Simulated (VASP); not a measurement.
# MgO (I4mm) in VASP: a series of runs

The runs below take MgO through single point, with PBEsol.

Program: VASP 6.6.1. These are calculated values, not measurements. Logs are shortened: lines on timing, memory, paths and dates and some standing lists are left out, and cuts for length are marked.

### 1 The cell of the first run

Symmetry: I4mm, No. 107, tetragonal system. The conventional cell has a = 3.020 Å, b = 3.020 Å, c = 4.270 Å, α = 90.00°, β = 90.00°, γ = 90.00°. Within 2.7 Å of Mg (site symmetry 4mm) lie 6 O at 2.01 to 2.26 Å. Within 2.7 Å of O (site symmetry 4mm) lie 6 Mg at 2.01 to 2.26 Å.

### 2 Single point, PBEsol (all Mg atoms moved +0.125 Å, as atom 1 along Cartesian [0 1 0])

Input file INCAR:

```
SYSTEM = MgO
  PREC = Accurate
  ENCUT = 520
  EDIFF = 1E-6
  ISMEAR = 0
  SIGMA = 0.05
  LREAL = .FALSE.
  LASPH = .TRUE.
  NELM = 100
  ALGO = Normal
  ISIF = 2
  LWAVE = .FALSE.
  LCHARG = .TRUE.
  GGA = PS
  LELF = .TRUE.
  LVHAR = .TRUE.
  NBANDS = 11
```

Input file KPOINTS:

```
regular mesh
0
G
  10 10 10
  0 0 0
```

Input file POSCAR:

```
MgO
1.0
    0.0000000000      2.1351500000      2.1351500000
    2.1351500000      0.0000000000      2.1351500000
    2.1351500000      2.1351500000      0.0000000000
Mg O
1 1
Direct
    0.0292719481     -0.0292719481      0.0292719481
    0.5000000000      0.5000000000      0.5000000000
```

Potentials or basis: VASP PAW PBE potentials, release 64 (Mg, O).

Run with:

```sh
$ cat potpaw_PBE.64/Mg/POTCAR potpaw_PBE.64/O/POTCAR > POTCAR
$ mpirun -np 1 vasp_std > vasp.out
```

OUTCAR:

```text
SYSTEM = MgO
   PREC = Accurate
   ENCUT = 520
   EDIFF = 1E-6
   ISMEAR = 0
   LREAL = .FALSE.
   LASPH = .TRUE.
   NELM = 100
   ISIF = 2
   GGA = PS

 ion  position               nearest neighbor table
   1  0.029  0.971  0.029-   2 2.01   2 2.14   2 2.14   2 2.14   2 2.14   2 2.26
   2  0.500  0.500  0.500-   1 2.01   1 2.14   1 2.14   1 2.14   1 2.14   1 2.26

  LATTYP: Found a face centered cubic cell.
 ALAT       =     4.2703000000

  Lattice vectors:

 A1 = (   0.0000000000,   2.1351500000,   2.1351500000)
 A2 = (   2.1351500000,   0.0000000000,   2.1351500000)
 A3 = (   2.1351500000,   2.1351500000,   0.0000000000)

Analysis of symmetry for initial positions (statically):
=====================================================================
 Subroutine PRICEL returns:
 Original cell was already a primitive cell.

 Routine SETGRP: Setting up the symmetry group for a
 face centered cubic supercell.

 Subroutine GETGRP returns: Found  8 space group operations
 (whereof  8 operations were pure point group operations)
 out of a pool of 48 trial point group operations.

The static configuration has the point symmetry C_4v.

Analysis of symmetry for dynamics (positions and initial velocities):
=====================================================================
 Subroutine PRICEL returns:
 Original cell was already a primitive cell.

 Routine SETGRP: Setting up the symmetry group for a
 face centered cubic supercell.

 Subroutine GETGRP returns: Found  8 space group operations
 (whereof  8 operations were pure point group operations)
 out of a pool of 48 trial point group operations.

The dynamic configuration has the point symmetry C_4v.

 Subroutine INISYM returns: Found  8 space group operations
 (whereof  8 operations are pure point group operations),
 and found     1 'primitive' translations

----------------------------------------------------------------------------------------

                                     Primitive cell

  volume of cell :      19.4677

  direct lattice vectors                    reciprocal lattice vectors
     0.000000000  2.135150000  2.135150000    -0.234175585  0.234175585  0.234175585
     2.135150000  0.000000000  2.135150000     0.234175585 -0.234175585  0.234175585
     2.135150000  2.135150000  0.000000000     0.234175585  0.234175585 -0.234175585

  length of vectors
     3.019558088  3.019558088  3.019558088     0.405604011  0.405604011  0.405604011

  position of ions in fractional coordinates (direct lattice)
     0.029271948  0.970728052  0.029271948
[... 81 lines left out ...]
   NSW    =      0    number of steps for IOM
   IBRION =     -1    ionic relax: 0-MD 1-quasi-New 2-CG
   NFREE  =      0    steps in history (QN), initial steepest desc. (CG)
   ISIF   =      2    stress and relaxation
   ISYM   =      2    0-nonsym 1-usesym 2-fastsym
   POTIM  = 0.5000    time-step for ionic-motion
   TEBEG  =    0.0;   TEEND  =   0.0 temperature during run
   PSTRESS=    0.0 pullay stress
   NELECT =       8.0000    total number of electrons
   NUPDOWN=      -1.0000    fix difference up-down
   EMIN   =  10.00;   EMAX   =-10.00  energy-range for DOS
   EFERMI =   0.00;   METHOD = LEGACY
   ISMEAR =     0;   SIGMA  =   0.05  broadening in eV -4-tet -1-fermi 0-gaus
   EFERMI_NEDOS =   21; number of points for ismear=-14 and -15
   IALGO  =     38    algorithm
   IMIX   =      4    mixing-type and parameters
     AMIX     =   0.40;   BMIX     =  1.00
     AMIX_MAG =   1.60;   BMIX_MAG =  1.00
  volume/ion in A,a.u.               =       9.73        65.69
  Fermi-wavevector in a.u.,A,eV,Ry     =   1.217119  2.300022 20.155386  1.481379
  Thomas-Fermi vector in A             =   2.352450
   LORBIT       =      0    0 simple, 1 ext, 2 COOP (PROOUT), +10 PAW based schemes
   GGA     = PS    functional components
   LHFCALC =     F    Hartree Fock is set to
   AEXX    =    0.0000 exact exchange contribution
   IVDW    =     0    specifies the selected vdW correction
   LEPSILON=     F    determine dielectric tensor
   LRPA    =     F    only Hartree local field effects (RPA)
 non-spin polarized calculation
 Gauss-broadening in eV      SIGMA  =   0.05
  energy-cutoff  :      520.00
  volume of cell :       19.47
 maximum number of plane-waves:       544
   NGX = 11   NGY = 11   NGZ = 11

 number of electron       8.0000002 magnetization

 Free energy of the ion-electron system (eV)
  ---------------------------------------------------
  ext. energy  EPLUGINS =         0.00000000
  ---------------------------------------------------
  free energy    TOTEN  =       -12.46031276 eV

  energy without entropy =      -12.46031276  energy(sigma->0) =      -12.46031276

 E-fermi :   3.0313     XC(G=0): -11.1069

 val. band max:        2.7508260279   @ k =   0.0000   0.0000   0.0000
 cond. band min:       6.9959771691   @ k =   0.0000   0.0000   0.0000
 fundamental gap:      4.2451511412
 Fermi energy:         3.0313035963

 k-point     1 :       0.0000    0.0000    0.0000
  band No.  band energies     occupation
      1     -14.2408      2.00000
      2       2.7291      2.00000
      3       2.7508      2.00000
      4       2.7508      2.00000
      5       6.9960      0.00000
      6      18.1934      0.00000
      7      18.2244      0.00000
      8      18.2244      0.00000
      9      21.8704      0.00000
     10      23.7502      0.00000
     11      23.7832      0.00000
[... 309 lines left out ...]
 k-point    24 :       0.1000    0.0000   -0.1000
  band No.  band energies     occupation
      1     -13.9836      2.00000
      2       1.3763      2.00000
      3       2.4258      2.00000
      4       2.6455      2.00000
      5       8.4400      0.00000
      6      15.8530      0.00000
      7      18.5153      0.00000
      8      18.8536      0.00000
      9      21.5958      0.00000
     10      23.0794      0.00000
     11      25.0009      0.00000

 [... further k-points ...]
[... 5 lines left out ...]
  --------------------------------------------------------------------------------------
  -------------------------------------------------------------------------------------
  Total       -0.7866776     -0.2025134     -0.7866776     -0.0000000      0.0000000      0.0000000
  in kB      -64.7429075    -16.6666864    -64.7429075     -0.0000000      0.0000000      0.0000000
  external PRESSURE =     -48.7175005 kB  Pullay stress =       0.0000000 kB

 VOLUME and BASIS-vectors are now :
 -----------------------------------------------------------------------------
  energy-cutoff  :      520.00
  volume of cell :       19.47
      direct lattice vectors                 reciprocal lattice vectors
     0.000000000  2.135150000  2.135150000    -0.234175585  0.234175585  0.234175585
     2.135150000  0.000000000  2.135150000     0.234175585 -0.234175585  0.234175585
     2.135150000  2.135150000  0.000000000     0.234175585  0.234175585 -0.234175585

 POSITION                                       TOTAL-FORCE (eV/Angst)
 -----------------------------------------------------------------------------------
      2.13515      0.12500      2.13515         0.000000     -0.618254      0.000000
      2.13515      2.13515      2.13515         0.000000      0.618254      0.000000
 -----------------------------------------------------------------------------------
    total drift:                                0.000000      0.000768      0.000000

  FREE ENERGIE OF THE ION-ELECTRON SYSTEM (eV)
  ---------------------------------------------------
  free  energy   TOTEN  =       -12.4603127574 eV

  energy  without entropy=      -12.4603127574  energy(sigma->0) =      -12.46031276
```

OSZICAR:

```text
N       E                     dE             d eps       ncg     rms          rms(c)
DAV:   1     0.160514637696E+02    0.16051E+02   -0.44672E+03  2484   0.639E+02
DAV:   2    -0.131633963134E+02   -0.29215E+02   -0.28502E+02  2617   0.138E+02
DAV:   3    -0.138619714469E+02   -0.69858E+00   -0.69787E+00  2698   0.189E+01
DAV:   4    -0.138635909874E+02   -0.16195E-02   -0.16195E-02  2472   0.106E+00
DAV:   5    -0.138635963483E+02   -0.53609E-05   -0.53609E-05  2628   0.595E-02    0.669E+00
DAV:   6    -0.125001985880E+02    0.13634E+01   -0.80264E+00  2370   0.152E+01    0.226E+00
DAV:   7    -0.124748444489E+02    0.25354E-01   -0.60003E-02  2511   0.215E+00    0.132E+00
DAV:   8    -0.124607964981E+02    0.14048E-01   -0.27641E-02  2385   0.185E+00    0.244E-01
DAV:   9    -0.124603828277E+02    0.41367E-03   -0.68550E-04  2598   0.187E-01    0.133E-01
DAV:  10    -0.124603121806E+02    0.70647E-04   -0.38027E-04  2505   0.149E-01    0.924E-03
DAV:  11    -0.124603127574E+02   -0.57679E-06   -0.41672E-06  2559   0.185E-02
   1 F= -.12460313E+02 E0= -.12460313E+02  d E =-.122103E-17
```

Run time: 13 s. Hardware: 1 thread of Intel Xeon Platinum 8488C (Sapphire Rapids), shared host; peak memory 0.15 GiB.

What came out:

* Free energy: -12.4603 eV
* Pressure: -4.9 GPa
* Largest force: 0.618 eV/Å
* Band gap on the k mesh: 4.25 eV, direct

Forces on the atoms (eV/Å):
```
Mg   0.000 -0.618  0.000
O    0.000  0.618  0.000
```

Stress tensor (GPa, compression positive):
```
-6.47  0.00  0.00
 0.00 -1.67  0.00
 0.00  0.00 -6.47
```

Caveat: the cell differs from its parent crystal (all Mg atoms moved +0.125 Å, as atom 1 along Cartesian [0 1 0]); the PAW data sets were made with another functional, which shifts forces and pressure a little.

### 3 Single point, PBEsol (all Mg atoms moved +0.062 Å, as atom 1 along Cartesian [0 1 0])

Input file INCAR:

```
SYSTEM = MgO
PREC     = Accurate       ! precision mode
ENCUT    = 520            ! plane-wave cutoff, eV
EDIFF    = 1E-6           ! SCF threshold, eV
ISMEAR   = 0              ! smearing method
SIGMA    = 0.05           ! smearing width, eV
LREAL    = .False.        ! projectors in reciprocal space
LASPH    = .True.         ! aspherical terms in the spheres
NELM     = 80             ! most SCF steps
ALGO     = Normal         ! electronic algorithm
ISIF     = 2              ! what is computed and relaxed
LWAVE    = .False.        ! write WAVECAR
LCHARG   = .False.        ! write CHGCAR
GGA      = PS             ! functional
NBANDS   = 11             ! bands
```

Input file KPOINTS:

```
Automatic mesh
0
Gamma
  10 10 10
  0 0 0
```

Changes to POSCAR since step 2:

```diff
@@ -8,3 +8,3 @@
 Direct
-    0.0292719481     -0.0292719481      0.0292719481
+    0.0146359741     -0.0146359741      0.0146359741
     0.5000000000      0.5000000000      0.5000000000
```

Potentials or basis: VASP PAW PBE potentials, release 64 (Mg, O).

Run with:

```sh
$ cat potpaw_PBE.64/Mg/POTCAR potpaw_PBE.64/O/POTCAR > POTCAR
$ mpirun -np 1 vasp_std > vasp.out
```

Run time: 10 s. Hardware: 1 thread of Intel Xeon Platinum 8488C (Sapphire Rapids), shared host; peak memory 0.15 GiB.

It converged, with:

```yaml
Free_energy: -12.4881 eV
Pressure: -6.0 GPa
Largest_force: 0.284 eV/Å
Band_gap_on_the_k_mesh: 4.25 eV, direct
```

Forces on the atoms (eV/Å):
```
Mg   0.000 -0.284  0.000
O    0.000  0.284  0.000
```

Stress tensor (GPa, compression positive):
```
-6.39  0.00  0.00
 0.00 -5.20  0.00
 0.00  0.00 -6.39
```

Levels at points of the mesh, in eV from the valence-band top:
```tsv
k point	band 1	band 2	band 3	band 4	band 5	band 6	band 7	band 8	band 9
(0.00, 0.00, 0.00)	-17.00	-0.01	0.00	0.00	4.25	15.41	15.42	15.42	19.13
(0.50, 0.00, 0.00)	-15.79	-4.50	-0.62	-0.61	7.49	12.03	15.76	15.78	20.15
(0.50, 0.50, 0.00)	-15.54	-3.97	-1.31	-1.31	8.89	9.42	12.55	18.22	18.26
(0.50, 0.00, 0.50)	-15.54	-3.97	-1.31	-1.31	8.88	9.42	12.55	18.23	18.23
```

Caveat: the cell differs from its parent crystal (all Mg atoms moved +0.062 Å, as atom 1 along Cartesian [0 1 0]); the PAW data sets were made with another functional, which shifts forces and pressure a little.
